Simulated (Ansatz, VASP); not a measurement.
# Cu: VASP beside Ansatz

```
Cu
1.0
     4.97611    0.00000    0.00000
    -2.48805    4.30943    0.00000
     0.00000    0.00000   19.50242
Cu
12
Cartesian
  1.2440 0.7182 4.0000
  0.0000 2.8730 4.0000
  3.7321 0.7182 4.0000
  2.4881 2.8730 4.0000
  0.0000 1.4365 6.0014
  -1.2440 3.5912 6.0014
  2.4881 1.4365 6.0014
  1.2440 3.5912 6.0014
  0.0000 0.0000 8.0024
  -1.2440 2.1547 8.0024
  2.4881 0.0000 8.0024
  1.2440 2.1547 8.0024
```

Alike in both runs: task single point; functional LDA; k mesh 6 × 6 × 1; occupations gaussian, width 0.1 eV; no spin polarisation.

|  | VASP | Ansatz |
| --- | --- | --- |
| version | VASP 6.6.1 | Ansatz 0.2.0 |
| potentials or method | VASP PAW LDA potentials, release 64 (Cu), cutoff 520 eV | scalar-relativistic, plane waves, PAW |
| valence electrons in the cell | 132 | 228 |

|  | VASP | Ansatz | Ansatz less VASP |
| --- | --- | --- | --- |
| gap on the k mesh at the Fermi level (eV) | none | none | - |
| rms of the force components (eV/Å) | 0.012 | 0.003 | -0.0092 |

LDA's correlation is that of Perdew and Zunger in VASP and of Perdew and Wang (1992) in Ansatz. Atom by atom the forces differ by 0.014 eV/Å (rms over components). A gap of «none» marks a metal or a gap that the smearing closes. VASP's potentials hold 132 valence electrons a cell and Ansatz's 228, so a difference there can come from the potentials and not from the codes.
